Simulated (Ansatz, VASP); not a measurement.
## Sc: VASP beside Ansatz

```xyz
1
Lattice="3.2648 0.0000 0.0000 1.5316 2.8999 0.0000 1.5794 0.9446 2.7266" Properties=species:S:1:pos:R:3 pbc="T T T"
Sc    0.0000    0.0000    0.0000
```

Change from the starting cell: volume scaled by 1.06.

Alike in both runs: task single point; functional PBE; k mesh 10 × 10 × 10; occupations fermi-dirac, width 0.05 eV; no spin polarisation.

```csv
,VASP,Ansatz
version,VASP 6.6.1,Ansatz 0.2.0
potentials or method,"VASP PAW PBE potentials, release 64 (Sc_sv), cutoff 520 eV","all-electron LAPW, scalar-relativistic"
```

```csv
,VASP,Ansatz,Ansatz less VASP
gap on the k mesh at the Fermi level (eV),none,none,-
pressure (GPa),-2.1,-2.1,+0.05
"traceless stress, the component that is largest in VASP (GPa)",0.87,0.86,-0.003
```

A gap of «none» marks a metal or a gap that the smearing closes. Ansatz ran all-electron here, and VASP with PAW potentials.
